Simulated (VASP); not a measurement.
A run of VASP 6.6.1:

File INCAR:

```
PREC = Accurate ; ENCUT = 500
EDIFF = 1E-6 ; ISMEAR = -1
SIGMA = 0.01 ; LREAL = F
LASPH = T ; NELM = 200
ALGO = Normal ; ISIF = 2
LWAVE = F ; LCHARG = F
MAGMOM = 0 0 0 0 0 0 ; LORBIT = 11
LSORBIT = T ; GGA_COMPAT = F
LORBMOM = T ; LMAXMIX = 4
GGA = PS ; NBANDS = 30
```

KPOINTS

```
Automatic mesh
0
Gamma
  8 8 8
```

POSCAR

```
AgBr
1.0
    2.6736185092      2.6736185092      0.0000000000
   -2.6736185092      2.6736185092      0.0000000000
    0.0000000000      2.6736185092      2.6736185092
Ag Br
1 1
Direct
    0.0000000000      0.0000000000      0.0000000000
    0.5000000000      0.5000000000      0.0000000000
```

Potentials or basis: VASP PAW PBE potentials, release 64 (Ag, Br).

Launch:

```sh
$ cat potpaw_PBE.64/Ag/POTCAR potpaw_PBE.64/Br/POTCAR > POTCAR
$ mpirun -np 1 vasp_ncl > vasp.out
```

Hardware: 1 thread of Intel Xeon 8259CL, with other jobs on the host.

Question: Estimate the wall time of this run.

Answer: Wall time 89 s on 1 thread of Intel Xeon 8259CL, on a shared host, peak memory 0.27 GiB. Counts: scf iterations 12, k points 29.
